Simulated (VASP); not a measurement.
A run of VASP 6.6.1 is set up as follows.

Contents of INCAR:

```
ALGO = Normal
EDIFF = 1E-6
ENCUT = 520
GGA = PE
ISIF = 2
ISMEAR = 0
LASPH = T
LCHARG = F
LREAL = F
LWAVE = F
NBANDS = 19
NELM = 60
PREC = Accurate
SIGMA = 0.1
```

KPOINTS

```
k-points
0
Gamma
  4 4 4
```

File POSCAR:

```
Al5As
1.0
    0.0000000000      4.5787111553      4.5787111553
    4.5787111553      0.0000000000      4.5787111553
    4.5787111553      4.5787111553      0.0000000000
Al As
5 1
Direct
    0.5992990316      0.5992990316      0.5992990316
    0.5992990316      0.5992990316      0.2021029053
    0.5992990316      0.2021029053      0.5992990316
    0.2021029053      0.5992990316      0.5992990316
    0.0000000000      0.0000000000      0.0000000000
    0.7500000000      0.7500000000      0.7500000000
```

Potentials or basis: VASP PAW PBE potentials, release 64 (Al, As).

Launch:

```console
$ cat potpaw_PBE.64/Al/POTCAR potpaw_PBE.64/As/POTCAR > POTCAR
$ mpirun -np 1 vasp_std > vasp.out
```

Problem. Predict the band gap on the k mesh.

Solution. Zero (band 10 reaches 3.38 eV, above the bottom of band 11 at 2.25 eV).

Problem. Estimate the largest force.

Solution. 0.024 eV/Å.

Problem. Predict the pressure.

Solution. 0.2 GPa.

Forces in eV/Å, atoms in the order of the input:
```
Al  -0.014 -0.014 -0.014
Al   0.014  0.014 -0.014
Al   0.014 -0.014  0.014
Al  -0.014  0.014  0.014
Al   0.000  0.000  0.000
As   0.000  0.000  0.000
```
